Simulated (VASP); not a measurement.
# Nb (P6_3/mmc) in VASP: further runs, part 2 of 2

VASP 6.6.1. Earlier steps stand in the parts before.

### Step 4. Relaxation of cell and atoms, PBEsol

This run uses another cell than the first one, of 17.98 Å³/atom, 0.922 times its volume.

Input file INCAR:

```
PREC = Accurate
ENCUT = 600
EDIFF = 1E-6
ISMEAR = -1
SIGMA = 0.1
LREAL = F
LASPH = T
NELM = 80
ALGO = Normal
ISIF = 3
LWAVE = F
LCHARG = F
GGA = PS
IBRION = 2
NSW = 80
EDIFFG = -0.01
```

Input file KPOINTS:

```
regular mesh
0
Gamma
  12 12 7
```

Input file POSCAR:

```
Nb
1.0
    2.9403180252      0.0000000000      0.0000000000
   -1.4701590126      2.5463901050      0.0000000000
    0.0000000000      0.0000000000      4.8015393351
Nb
2
Direct
    0.3333333333      0.6666666667      0.2500000000
    0.6666666667      0.3333333333      0.7500000000
```

Potentials or basis: VASP PAW PBE potentials, release 64 (Nb_sv).

Command:

```console
$ cat potpaw_PBE.64/Nb_sv/POTCAR > POTCAR
$ mpirun -np 1 vasp_std > vasp.out
```

OUTCAR:

```text
PREC = Accurate
   ENCUT = 600
   EDIFF = 1E-6
   ISMEAR = -1
   LREAL = F
   LASPH = T
   NELM = 80
   ISIF = 3
   GGA = PS
   IBRION = 2
   NSW = 80
   EDIFFG = -0.01

 ion  position               nearest neighbor table
   1  0.333  0.667  0.250-   2 2.94   2 2.94   2 2.94   2 2.94   2 2.94   2 2.94
   2  0.667  0.333  0.750-   1 2.94   1 2.94   1 2.94   1 2.94   1 2.94   1 2.94

  LATTYP: Found a hexagonal cell.
 ALAT       =     2.9403180252
 C/A-ratio  =     1.6330000000

  Lattice vectors:

 A1 = (   2.9403180252,   0.0000000000,   0.0000000000)
 A2 = (  -1.4701590126,   2.5463901050,   0.0000000000)
 A3 = (   0.0000000000,   0.0000000000,   4.8015393351)

Analysis of symmetry for initial positions (statically):
=====================================================================
 Subroutine PRICEL returns:
 Original cell was already a primitive cell.

 Routine SETGRP: Setting up the symmetry group for a
 hexagonal supercell.

 Subroutine GETGRP returns: Found 24 space group operations
 (whereof 12 operations were pure point group operations)
 out of a pool of 24 trial point group operations.

The static configuration has the point symmetry D_3d.
 The point group associated with its full space group is D_6h.

Analysis of symmetry for dynamics (positions and initial velocities):
=====================================================================
 Subroutine PRICEL returns:
 Original cell was already a primitive cell.

 Routine SETGRP: Setting up the symmetry group for a
 hexagonal supercell.

 Subroutine GETGRP returns: Found 24 space group operations
 (whereof 12 operations were pure point group operations)
 out of a pool of 24 trial point group operations.

The dynamic configuration has the point symmetry D_3d.
 The point group associated with its full space group is D_6h.
[... 133 lines left out ...]
  volume of cell :       35.95
 maximum number of plane-waves:      1215
 NGX is ok and might be reduce to    24
   NGX = 11   NGY = 11   NGZ = 19

--------------------------------------- Ionic step        1  -------------------------------------------

 number of electron      26.0000001 magnetization

 Free energy of the ion-electron system (eV)
  ---------------------------------------------------
  ext. energy  EPLUGINS =         0.00000000
  ---------------------------------------------------
  free energy    TOTEN  =       -21.21571420 eV

  energy without entropy =      -21.12191079  energy(sigma->0) =      -21.16881250

------------------------ aborting loop because EDIFF is reached ----------------------------------------

  FORCE on cell =-STRESS in cart. coord.  units (eV):
  Direction    XX          YY          ZZ          XY          YZ          ZX
  --------------------------------------------------------------------------------------
  -------------------------------------------------------------------------------------
  Total       -0.5561784     -0.5561784      1.3963988      0.0000000      0.0000000      0.0000000
  in kB      -24.7870586    -24.7870586     62.2329376      0.0000000      0.0000000      0.0000000
  external PRESSURE =       4.2196068 kB  Pullay stress =       0.0000000 kB
[... 89 lines left out ...]
  FREE ENERGIE OF THE ION-ELECTRON SYSTEM (eV)
  ---------------------------------------------------
  free  energy   TOTEN  =       -21.2604028001 eV

  energy  without entropy=      -21.1673227261  energy(sigma->0) =      -21.21386276

[... ionic steps 4 to 9 ...]

--------------------------------------- Ionic step       10  -------------------------------------------

 number of electron      25.9999999 magnetization

------------------------ aborting loop because EDIFF is reached ----------------------------------------
[... 67 lines left out ...]
--------------------------------------- Ionic step       12  -------------------------------------------

 number of electron      25.9999999 magnetization

 Free energy of the ion-electron system (eV)
  ---------------------------------------------------
  ext. energy  EPLUGINS =         0.00000000
  ---------------------------------------------------
  free energy    TOTEN  =       -21.33077805 eV

  energy without entropy =      -21.24518920  energy(sigma->0) =      -21.28798362

 E-fermi :  11.3907     XC(G=0): -12.6095

 val. band max:       11.3895119775   @ k =   0.3333  -0.0000   0.0000
 cond. band min:      11.3968114409   @ k =   0.2500   0.1667   0.2857
 fundamental gap:      0.0072994634
 Fermi energy:        11.3907211849

 k-point     1 :       0.0000    0.0000    0.0000
  band No.  band energies     occupation
      1     -43.2221      2.00000
      2     -43.0781      2.00000
      3     -19.7840      2.00000
      4     -18.7421      2.00000
      5     -18.4996      2.00000
      6     -18.4996      2.00000
[... 457 lines left out ...]
      4     -19.5133      2.00000
      5     -19.3282      2.00000
      6     -18.8121      2.00000
[... 9 lines left out ...]
     16      14.2675      0.00000
     17      15.1695      0.00000

 [... further k-points ...]
[... 5 lines left out ...]
  --------------------------------------------------------------------------------------
  -------------------------------------------------------------------------------------
  Total        0.0168180      0.0168180      0.0135882      0.0000000      0.0000000      0.0000000
  in kB        0.7474198      0.7474198      0.6038807      0.0000000      0.0000000      0.0000000
  external PRESSURE =       0.6995734 kB  Pullay stress =       0.0000000 kB
[... 17 lines left out ...]
  FREE ENERGIE OF THE ION-ELECTRON SYSTEM (eV)
  ---------------------------------------------------
  free  energy   TOTEN  =       -21.3307780459 eV

  energy  without entropy=      -21.2451892035  energy(sigma->0) =      -21.28798362

 reached required accuracy - stopping structural energy minimisation
```

CONTCAR:

```text
Nb
   1.00000000000000
     2.8342696355507107    0.0000000000000000   -0.0000000000000000
    -1.4171348177753553    2.4545495055363507   -0.0000000000000000
     0.0000000000000000    0.0000000000000000    5.1821162829985692
  Nb
     2
Direct
     0.3333333332999970    0.6666666667000030    0.2500000000000000
     0.6666666667000030    0.3333333332999970    0.7500000000000000

  0.00000000E+00  0.00000000E+00  0.00000000E+00
  0.00000000E+00  0.00000000E+00  0.00000000E+00
```

It took 3.7 min on 1 thread of Intel Xeon 6975P-C, shared host; peak memory 0.2 GiB.

What came out:

| Item | Value |
| --- | --- |
| Free energy | -21.3308 eV |
| Relaxed volume | 18.03 Å³/atom |
| Relaxed cell | a = 2.834 Å, b = 2.834 Å, c = 5.182 Å, α = 90.00°, β = 90.00°, γ = 120.00° |
| Space group after relaxing (to 0.05 Å) | P6_3/mmc (No. 194) |
| Energy gained by relaxing | 57.5 meV/atom |
| Ionic steps | 12 |
| Pressure after relaxing | 0.1 GPa |
| Band gap on the k mesh | zero (band 13 reaches 13.06 eV, above the bottom of band 14 at 10.65 eV) |

The path:
```csv
step,energy change (eV),largest force (eV/Å),pressure (GPa),volume (Å³)
1,0.0000,0.0000,0.42,35.95
2,-0.0639,0.0000,-0.82,36.17
3,-0.0447,0.0000,-0.75,36.53
4,-0.1110,0.0000,-1.56,36.36
5,-0.1133,0.0000,-1.56,36.41
6,-0.1134,0.0000,-1.62,36.40
7,-0.1013,0.0000,4.50,35.21
8,-0.1150,0.0000,-0.14,36.09
9,-0.1150,0.0000,-0.10,36.08
10,-0.1150,0.0000,-0.06,36.07
11,-0.1151,0.0000,0.09,36.05
12,-0.1151,0.0000,0.07,36.05
```

Final structure:
```
Nb
1.0
     2.83427    0.00000    0.00000
    -1.41713    2.45455    0.00000
     0.00000    0.00000    5.18212
Nb
2
Cartesian
  0.0000 1.6364 1.2955
  1.4171 0.8182 3.8866
```

Caveat: the PAW data sets were made with another functional, which shifts forces and pressure a little.

### Step 5. Single point, PBEsol

This run uses another cell than the first one, of 18.06 Å³/atom, 0.926 times its volume.

Input file INCAR:

```
  PREC = Accurate
  ENCUT = 520
  EDIFF = 1E-6
  ISMEAR = -1
  SIGMA = 0.1
  LREAL = False
  LASPH = True
  NELM = 100
  ALGO = Normal
  ISIF = 2
  LWAVE = False
  LCHARG = True
  GGA = PS
  LELF = True
  LVHAR = True
  NBANDS = 20
```

Input file KPOINTS:

```
regular mesh
0
Gamma
  21 21 10
```

Input file POSCAR:

```
Nb
1.0
    2.8358670347      0.0000000000      0.0000000000
   -1.4179335174      2.4559328938      0.0000000000
    0.0000000000      0.0000000000      5.1856460566
Nb
2
Direct
    0.3333333333      0.6666666667      0.2500000000
    0.6666666667      0.3333333333      0.7500000000
```

Command:

```console
$ cat potpaw_PBE.64/Nb_sv/POTCAR > POTCAR
$ mpirun -np 1 vasp_std > vasp.out
```

Run time: 2.3 min. Hardware: 1 thread of Intel Xeon 6975P-C, shared host; peak memory 0.29 GiB.

The run converged. Its results:

```
Free energy            : -21.3279 eV
Pressure               : -0.4 GPa
Band gap on the k mesh : zero (band 13 reaches 13.53 eV, above the bottom of band 14 at 10.58 eV)
```

Stress tensor (GPa, compression positive):
```
-0.47  0.00  0.00
 0.00 -0.47  0.00
 0.00  0.00 -0.13
```

Levels at points of the mesh, in eV from the Fermi level:
```tsv
k point	band 11	band 12	band 13	band 14	band 15	band 16
(0.00, 0.00, 0.00)	-1.04	0.31	0.31	0.52	0.77	0.77
(0.00, 0.00, 0.50)	-1.29	-1.29	0.37	0.37	0.37	0.37
```

Caveat: the PAW data sets were made with another functional, which shifts forces and pressure a little.

### Step 6. Summary

```csv
task,cell,k mesh,cutoff (eV),gap on the mesh (eV),pressure (GPa)
single point,"a = 2.910, b = 2.910, c = 5.320 Å, angles 90.0, 90.0, 120.0°, 2 atoms",14 × 14 × 7,520,none,-11.8
single point,"a = 2.945, b = 2.945, c = 5.385 Å, angles 90.0, 90.0, 120.0°, 2 atoms",14 × 14 × 7,520,none,-16.1
relaxation of cell and atoms,"relaxed from a = 2.940, b = 2.940, c = 4.802 Å, angles 90.0, 90.0, 120.0°, 2 atoms",12 × 12 × 7,600,none,0.1
single point,"a = 2.836, b = 2.836, c = 5.186 Å, angles 90.0, 90.0, 120.0°, 2 atoms",21 × 21 × 10,520,none,-0.4
```

Alike in all rows: level PBEsol; potentials or basis VASP PAW PBE potentials, release 64 (Nb_sv); no spin polarisation; smearing fermi-dirac 0.1 eV.

Caveats: the PAW data sets were made with another functional, which shifts forces and pressure a little.

Total energies depend on the potentials used, so only differences within one code and one set of settings carry meaning.
